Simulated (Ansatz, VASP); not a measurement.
# Ga in VASP and in Ansatz

File INCAR:

```
SYSTEM = Ga
PREC = Accurate
ENCUT = 520
EDIFF = 1E-6
ISMEAR = -1
SIGMA = 0.08
LREAL = .FALSE.
LASPH = .TRUE.
NELM = 100
ALGO = Normal
ISIF = 2
LWAVE = .FALSE.
LCHARG = .FALSE.
GGA = PE
NBANDS = 20
```

KPOINTS

```
Automatic mesh
0
G
  12 12 10
  0 0 0
```

Contents of POSCAR:

```
Ga
1.0
    1.4203998576     -3.9820175319      0.0000000000
    1.4203998576      3.9820175319      0.0000000000
    0.0000000000      0.0000000000      3.1052879646
Ga
2
Direct
    0.8670000000      0.1330000000      0.2500000000
    0.1330000000      0.8670000000      0.7500000000
```

Input for Ansatz:

```yaml
crystal:
  lattice:
    - [1.4203998576, -3.9820175319, 0.0]
    - [1.4203998576, 3.9820175319, 0.0]
    - [0.0, 0.0, 3.1052879646]
  atoms:
    - { symbol: Ga, position: [0.867, 0.133, 0.25] }
    - { symbol: Ga, position: [0.133, 0.867, 0.75] }
kpoints:
  mp_grid: { grid: [12, 12, 10] }
  band_path:
    path:
      - [0.0, 0.0, 0.0]
      - [-0.5, 0.5, 0.0]
      - [-0.2818093587, 0.7181906413, 0.0]
      - [0.2818093587, 0.2818093587, 0.0]
      - [0.0, 0.0, 0.0]
      - [0.0, 0.0, 0.5]
      - [0.2818093587, 0.2818093587, 0.5]
      - [-0.2818093587, 0.7181906413, 0.5]
      - [-0.5, 0.5, 0.5]
    npoints: 5
scf:
  occupations: { method: fermi_dirac, width: 0.08 }
hamiltonian:
  xc: pbe
  pseudopotentials: { kind: all_electron, lapw: { basis_error: 0.001 } }
output:
  forces: true
  stress: true
  eigenvalues: true
```

Change from the starting cell: volume scaled by 0.94.

Alike in both runs: task single point; functional PBE; k mesh 12 × 12 × 10; occupations fermi-dirac, width 0.08 eV; no spin polarisation.

```csv
,VASP,Ansatz
version,VASP 6.6.1,Ansatz 0.2.0
potentials or method,"VASP PAW PBE potentials, release 64 (Ga_d), cutoff 520 eV","all-electron LAPW, scalar-relativistic"
```

|  | VASP | Ansatz | Ansatz less VASP |
| --- | --- | --- | --- |
| pressure (GPa) | 5.6 | 5.6 | +0.02 |
| traceless stress, the component that is largest in VASP (GPa) | -2.90 | -2.89 | +0.009 |
| rms of the force components (eV/Å) | 0.132 | 0.132 | -0.0009 |

Atom by atom the forces differ by 0.001 eV/Å (rms over components). Ansatz ran all-electron here, and VASP with PAW potentials.
